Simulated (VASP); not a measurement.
# AlCo (rocksalt type) (Fm-3m) in VASP: notebook

The runs below take AlCo (rocksalt type) through single point, relaxation of cell and atoms, with r2SCAN.

Everything below comes from runs of VASP 6.6.1. Logs are shortened: lines on timing, memory, paths and dates and some standing lists are left out, and cuts for length are marked.

### 1 The cell of the first run

It takes space group Fm-3m (No. 225, cubic). The conventional cell has a = 4.736 Å, b = 4.736 Å, c = 4.736 Å, α = 90.00°, β = 90.00°, γ = 90.00°. Within 3.1 Å of Co (site symmetry m-3m) lie 6 Al at 2.37 Å. Within 3.1 Å of Al (site symmetry m-3m) lie 6 Co at 2.37 Å.

### 2 Single point, r2SCAN (13.28 Å³/atom)

Input file POSCAR:

```
AlCo
1.0
    0.0000000000      2.3681885747      2.3681885747
    2.3681885747      0.0000000000      2.3681885747
    2.3681885747      2.3681885747      0.0000000000
Co Al
1 1
Direct
    0.0000000000      0.0000000000      0.0000000000
    0.5000000000      0.5000000000      0.5000000000
```

Input file INCAR.step1:

```
ALGO = Normal
EDIFF = 1E-4
ENCUT = 520
GGA = PE
ISMEAR = -1
LASPH = True
LCHARG = False
LREAL = False
LWAVE = True
NBANDS = 13
NELM = 60
PREC = Accurate
SIGMA = 0.08
```

Input file INCAR.step2:

```
ALGO = Normal
EDIFF = 1E-6
ENCUT = 520
ISIF = 2
ISMEAR = -1
ISTART = 1
LASPH = True
LCHARG = True
LELF = True
LMIXTAU = True
LREAL = False
LVHAR = True
LWAVE = False
METAGGA = R2SCAN
NBANDS = 13
NELM = 60
PREC = Accurate
SIGMA = 0.08
```

Input file KPOINTS:

```
k-points
0
Gamma
  15 15 15
```

Potentials or basis: VASP PAW PBE potentials, release 64 (Co, Al).

The run is started by

```sh
$ cat potpaw_PBE.64/Co/POTCAR potpaw_PBE.64/Al/POTCAR > POTCAR
$ cp INCAR.step1 INCAR
$ mpirun -np 1 vasp_std > vasp.out
$ cp INCAR.step2 INCAR
$ mpirun -np 1 vasp_std > vasp.out
```

OUTCAR:

```text
EDIFF = 1E-6
   ENCUT = 520
   ISIF = 2
   ISMEAR = -1
   ISTART = 1
   LASPH = True
   LREAL = False
   METAGGA = R2SCAN
   NELM = 60
   PREC = Accurate

 ion  position               nearest neighbor table
   1  0.000  0.000  0.000-   2 2.37   2 2.37   2 2.37   2 2.37   2 2.37   2 2.37
   2  0.500  0.500  0.500-   1 2.37   1 2.37   1 2.37   1 2.37   1 2.37   1 2.37

  LATTYP: Found a face centered cubic cell.
 ALAT       =     4.7363771494

  Lattice vectors:

 A1 = (   0.0000000000,   2.3681885747,   2.3681885747)
 A2 = (   2.3681885747,   0.0000000000,   2.3681885747)
 A3 = (   2.3681885747,   2.3681885747,   0.0000000000)

Analysis of symmetry for initial positions (statically):
=====================================================================
 Subroutine PRICEL returns:
 Original cell was already a primitive cell.

 Routine SETGRP: Setting up the symmetry group for a
 face centered cubic supercell.

 Subroutine GETGRP returns: Found 48 space group operations
 (whereof 48 operations were pure point group operations)
 out of a pool of 48 trial point group operations.

The static configuration has the point symmetry O_h .

Analysis of symmetry for dynamics (positions and initial velocities):
=====================================================================
 Subroutine PRICEL returns:
 Original cell was already a primitive cell.

 Routine SETGRP: Setting up the symmetry group for a
 face centered cubic supercell.

 Subroutine GETGRP returns: Found 48 space group operations
 (whereof 48 operations were pure point group operations)
 out of a pool of 48 trial point group operations.

The dynamic configuration has the point symmetry O_h .

 Subroutine INISYM returns: Found 48 space group operations
 (whereof 48 operations are pure point group operations),
 and found     1 'primitive' translations

----------------------------------------------------------------------------------------

                                     Primitive cell

  volume of cell :      26.5631

  direct lattice vectors                    reciprocal lattice vectors
     0.000000000  2.368188575  2.368188575    -0.211131835  0.211131835  0.211131835
     2.368188575  0.000000000  2.368188575     0.211131835 -0.211131835  0.211131835
     2.368188575  2.368188575  0.000000000     0.211131835  0.211131835 -0.211131835

  length of vectors
     3.349124401  3.349124401  3.349124401     0.365691066  0.365691066  0.365691066

  position of ions in fractional coordinates (direct lattice)
     0.000000000  0.000000000  0.000000000
     0.500000000  0.500000000  0.500000000

  ion indices of the primitive-cell ions
   primitive index   ion index
                 1           1
                 2           2

----------------------------------------------------------------------------------------

 KPOINTS: k-points

Automatic generation of k-mesh.
 Grid dimensions read from file:
 generate k-points for:   15   15   15

 Generating k-lattice:

  Cartesian coordinates                     Fractional coordinates (reciprocal lattice)
    -0.014075456  0.014075456  0.014075456     0.066666667  0.000000000  0.000000000
     0.014075456 -0.014075456  0.014075456     0.000000000  0.066666667  0.000000000
     0.014075456  0.014075456 -0.014075456     0.000000000  0.000000000  0.066666667

  Length of vectors
     0.024379404  0.024379404  0.024379404

  Shift w.r.t. Gamma in fractional coordinates (k-lattice)
     0.000000000  0.000000000  0.000000000

 Subroutine IBZKPT returns following result:
 ===========================================

 Found    120 irreducible k-points:

 Following reciprocal coordinates:
            Coordinates               Weight
  0.000000  0.000000  0.000000      1.000000
  0.066667  0.000000  0.000000      8.000000
  0.133333  0.000000  0.000000      8.000000
  0.200000  0.000000  0.000000      8.000000
  0.266667  0.000000  0.000000      8.000000
  0.333333  0.000000  0.000000      8.000000
[... 16 lines left out ...]
  0.133333  0.133333  0.000000      6.000000
  0.200000  0.133333  0.000000     24.000000
 [... further k-points ...]
   k-points           NKPTS =    120   k-points in BZ     NKDIM =    120   number of bands    NBANDS=     13
   number of dos      NEDOS =    301   number of ions     NIONS =      2
   total plane-waves  NPLWV =  21952
   dimension x,y,z NGX =    28 NGY =   28 NGZ =   28
   dimension x,y,z NGXF=    56 NGYF=   56 NGZF=   56
   ions per type =               1   1
   NGX,Y,Z   is equivalent  to a cutoff of  13.90, 13.90, 13.90 a.u.
   NGXF,Y,Z  is equivalent  to a cutoff of  27.80, 27.80, 27.80 a.u.
 SYSTEM =  unknown system
   PREC   = accura    normal or accurate (medium, high low for compatibility)
   ISTART =      1    job   : 0-new  1-cont  2-samecut
   ICHARG =      0    charge: 1-file 2-atom 10-const
   ISPIN  =      1    spin polarized calculation?
   LNONCOLLINEAR =      F non collinear calculations
   LSORBIT =      F    spin-orbit coupling
   LASPH  =      T    aspherical Exc in radial PAW
   ENCUT  =  520.0 eV  38.22 Ry    6.18 a.u.   6.23  6.23  6.23*2*pi/ulx,y,z
   NELM   =     60;   NELMIN=  2; NELMDL=  0     # of ELM steps
   EDIFF  = 0.1E-05   stopping-criterion for ELM
   LREAL  =      F    real-space projection
   EDIFFG = 0.1E-04   stopping-criterion for IOM
   NSW    =      0    number of steps for IOM
   IBRION =     -1    ionic relax: 0-MD 1-quasi-New 2-CG
   NFREE  =      0    steps in history (QN), initial steepest desc. (CG)
   ISIF   =      2    stress and relaxation
   ISYM   =      2    0-nonsym 1-usesym 2-fastsym
   POTIM  = 0.5000    time-step for ionic-motion
   TEBEG  =    0.0;   TEEND  =   0.0 temperature during run
   PSTRESS=    0.0 pullay stress
   NELECT =      12.0000    total number of electrons
   NUPDOWN=      -1.0000    fix difference up-down
   EMIN   =  10.00;   EMAX   =-10.00  energy-range for DOS
   EFERMI =   0.00;   METHOD = LEGACY
   ISMEAR =    -1;   SIGMA  =   0.08  broadening in eV -4-tet -1-fermi 0-gaus
   EFERMI_NEDOS =   21; number of points for ismear=-14 and -15
   IALGO  =     38    algorithm
   IMIX   =      4    mixing-type and parameters
     AMIX     =   0.40;   BMIX     =  1.00
     AMIX_MAG =   1.60;   BMIX_MAG =  1.00
  volume/ion in A,a.u.               =      13.28        89.63
  Fermi-wavevector in a.u.,A,eV,Ry     =   1.256152  2.373784 21.468886  1.577919
  Thomas-Fermi vector in A             =   2.389874
   LORBIT       =      0    0 simple, 1 ext, 2 COOP (PROOUT), +10 PAW based schemes
   METAGGA = R2SCAN    functional components
   LHFCALC =     F    Hartree Fock is set to
   AEXX    =    0.0000 exact exchange contribution
   IVDW    =     0    specifies the selected vdW correction
   LEPSILON=     F    determine dielectric tensor
   LRPA    =     F    only Hartree local field effects (RPA)
 non-spin polarized calculation
  energy-cutoff  :      520.00
  volume of cell :       26.56
 maximum number of plane-waves:       728
 NGX is ok and might be reduce to    28
   NGX = 13   NGY = 13   NGZ = 13

 number of electron      12.0000001 magnetization

 Free energy of the ion-electron system (eV)
  ---------------------------------------------------
  ext. energy  EPLUGINS =         0.00000000
  ---------------------------------------------------
  free energy    TOTEN  =       -19.11558817 eV

  energy without entropy =      -19.08440503  energy(sigma->0) =      -19.09999660

 E-fermi :   8.6191     XC(G=0): -12.4290

 val. band max:        8.6185647729   @ k =  -0.3333   0.4667   0.2000
 cond. band min:       8.6265298662   @ k =  -0.4000   0.4000   0.0000
 fundamental gap:      0.0079650933
 Fermi energy:         8.6190590067

 k-point     1 :       0.0000    0.0000    0.0000
  band No.  band energies     occupation
      1      -1.9279      2.00000
      2       7.0536      2.00000
      3       7.0536      2.00000
      4       7.0536      2.00000
      5       7.2032      2.00000
      6       7.2032      2.00000
      7      16.6367      0.00000
      8      16.6367      0.00000
      9      16.6367      0.00000
     10      20.3971      0.00000
     11      20.3971      0.00000
     12      20.3971      0.00000
     13      21.1251      0.00000

 k-point     2 :       0.0667    0.0000    0.0000
  band No.  band energies     occupation
      1      -1.8313      2.00000
      2       7.0058      2.00000
      3       7.0697      2.00000
      4       7.0697      2.00000
      5       7.1914      2.00000
      6       7.1914      2.00000
      7      15.9382      0.00000
      8      16.5993      0.00000
      9      16.5993      0.00000
     10      19.8344      0.00000
     11      20.5609      0.00000
     12      20.5609      0.00000
     13      22.3187      0.00000

 k-point     3 :       0.1333    0.0000    0.0000
  band No.  band energies     occupation
      1      -1.5430      2.00000
      2       6.8605      2.00000
      3       7.0373      2.00000
      4       7.0373      2.00000
      5       7.2397      2.00000
      6       7.2397      2.00000
      7      14.4135      0.00000
      8      16.5104      0.00000
      9      16.5105      0.00000
     10      19.4795      0.00000
     11      20.9335      0.00000
     12      20.9335      0.00000
     13      22.9034      0.00000
[... 305 lines left out ...]
 k-point    23 :       0.1333    0.1333    0.0000
  band No.  band energies     occupation
      1      -1.4164      2.00000
      2       6.8532      2.00000
      3       6.9442      2.00000
      4       7.1552      2.00000
      5       7.1552      2.00000
      6       7.2731      2.00000
      7      15.1764      0.00000
      8      15.1764      0.00000
      9      16.4102      0.00000
     10      18.2926      0.00000
     11      20.1116      0.00000
     12      21.9728      0.00000
     13      21.9728      0.00000

 k-point    24 :       0.2000    0.1333    0.0000
  band No.  band energies     occupation
      1      -1.0691      2.00000
      2       6.7108      2.00000
      3       6.7975      2.00000
      4       7.1349      2.00000
      5       7.2477      2.00000
      6       7.3798      2.00000
      7      13.9590      0.00000
      8      14.7029      0.00000
      9      16.6546      0.00000
     10      18.2243      0.00000
     11      18.7426      0.00000
     12      22.2827      0.00000
     13      22.5023      0.00000

 [... further k-points ...]

------------------------ aborting loop because EDIFF is reached ----------------------------------------

  FORCE on cell =-STRESS in cart. coord.  units (eV):
  Direction    XX          YY          ZZ          XY          YZ          ZX
  --------------------------------------------------------------------------------------
  -------------------------------------------------------------------------------------
  Total       -0.0269752     -0.0269752     -0.0269752      0.0000000      0.0000000      0.0000000
  in kB       -1.6270314     -1.6270314     -1.6270314      0.0000000      0.0000000      0.0000000
  external PRESSURE =      -1.6270314 kB  Pullay stress =       0.0000000 kB

 VOLUME and BASIS-vectors are now :
 -----------------------------------------------------------------------------
  energy-cutoff  :      520.00
  volume of cell :       26.56
      direct lattice vectors                 reciprocal lattice vectors
     0.000000000  2.368188575  2.368188575    -0.211131835  0.211131835  0.211131835
     2.368188575  0.000000000  2.368188575     0.211131835 -0.211131835  0.211131835
     2.368188575  2.368188575  0.000000000     0.211131835  0.211131835 -0.211131835

 POSITION                                       TOTAL-FORCE (eV/Angst)
 -----------------------------------------------------------------------------------
      0.00000      0.00000      0.00000        -0.000000      0.000000     -0.000000
      2.36819      2.36819      2.36819         0.000000     -0.000000      0.000000
 -----------------------------------------------------------------------------------
    total drift:                               -0.000000     -0.000000      0.000000

  FREE ENERGIE OF THE ION-ELECTRON SYSTEM (eV)
  ---------------------------------------------------
  free  energy   TOTEN  =       -19.1155881725 eV

  energy  without entropy=      -19.0844050277  energy(sigma->0) =      -19.09999660
```

Run time: 4.2 min. Hardware: 1 thread of Intel Xeon 8259CL, shared host; peak memory 0.2 GiB.

What came out:

```
Free energy            : -19.1156 eV
Pressure               : -0.2 GPa
Band gap on the k mesh : zero (bands 6 and 7 overlap by 0.08 eV)
```

Caveat: the PAW data sets were made with another functional, which shifts forces and pressure a little; the run has no spin polarisation, though such a crystal can be magnetic.

### 3 Relaxation of cell and atoms, r2SCAN

This run uses another cell than the first one, of 14.06 Å³/atom.

Input file POSCAR:

```
AlCo
1.0
    0.0000000000      2.4137972614      2.4137972614
    2.4137972614      0.0000000000      2.4137972614
    2.4137972614      2.4137972614      0.0000000000
Co Al
1 1
Direct
    0.0000000000      0.0000000000      0.0000000000
    0.5000000000      0.5000000000      0.5000000000
```

Input file INCAR.step1:

```
ALGO = Normal
EDIFF = 1E-4
ENCUT = 600
GGA = PE
ISMEAR = -1
LASPH = T
LCHARG = F
LREAL = F
LWAVE = T
NELM = 100
PREC = Accurate
SIGMA = 0.08
```

Input file INCAR.step2:

```
ALGO = Normal
EDIFF = 1E-6
EDIFFG = -0.005
ENCUT = 600
IBRION = 2
ISIF = 3
ISMEAR = -1
ISTART = 1
LASPH = T
LCHARG = F
LMIXTAU = T
LREAL = F
LWAVE = F
METAGGA = R2SCAN
NELM = 100
NSW = 60
PREC = Accurate
SIGMA = 0.08
```

KPOINTS is that of step 2.

Potentials or basis: VASP PAW PBE potentials, release 64 (Co, Al).

The run is started by

```sh
$ cat potpaw_PBE.64/Co/POTCAR potpaw_PBE.64/Al/POTCAR > POTCAR
$ cp INCAR.step1 INCAR
$ mpirun -np 1 vasp_std > vasp.out
$ cp INCAR.step2 INCAR
$ mpirun -np 1 vasp_std > vasp.out
```

Run time: 9.7 min. Hardware: 1 thread of Intel Xeon 8259CL, shared host; peak memory 0.21 GiB.

The run converged. Its results:

```yaml
Free_energy: -19.1162 eV
Relaxed_volume: 13.25 Å³/atom
Relaxed_cell: a = 3.347 Å, b = 3.347 Å, c = 3.347 Å, α = 60.00°, β = 60.00°, γ = 60.00°
Space_group_after_relaxing_to_0.1_Å: Fm-3m (No. 225)
Energy_gained_by_relaxing: 18.3 meV/atom
Ionic_steps: 3
Pressure_after_relaxing: 0.0 GPa
Band_gap_on_the_k_mesh: zero (bands 6 and 7 overlap by 0.08 eV)
```

Step by step:
```tsv
step	energy change (eV)	largest force (eV/Å)	pressure (GPa)	volume (Å³)
1	0.0000	0.0000	-6.84	28.13
2	-0.0271	0.0000	4.04	25.75
3	-0.0365	0.0000	-0.02	26.51
```

Final structure:
```
Co Al
1.0
     0.00000    2.36661    2.36661
     2.36661    0.00000    2.36661
     2.36661    2.36661    0.00000
Co Al
1 1
Cartesian
  0.0000 0.0000 0.0000
  2.3666 2.3666 2.3666
```

Levels at points of the mesh, in eV from the Fermi level:
| k point | band 2 | band 3 | band 4 | band 5 | band 6 | band 7 | band 8 | band 9 | band 10 |
| --- | --- | --- | --- | --- | --- | --- | --- | --- | --- |
| (0.00, 0.00, 0.00) | -1.57 | -1.57 | -1.57 | -1.42 | -1.42 | 8.03 | 8.03 | 8.03 | 11.79 |

Caveat: the PAW data sets were made with another functional, which shifts forces and pressure a little; the run has no spin polarisation, though such a crystal can be magnetic. Spin polarisation is off, so any magnetic state and its effect on volume and gap are missing.
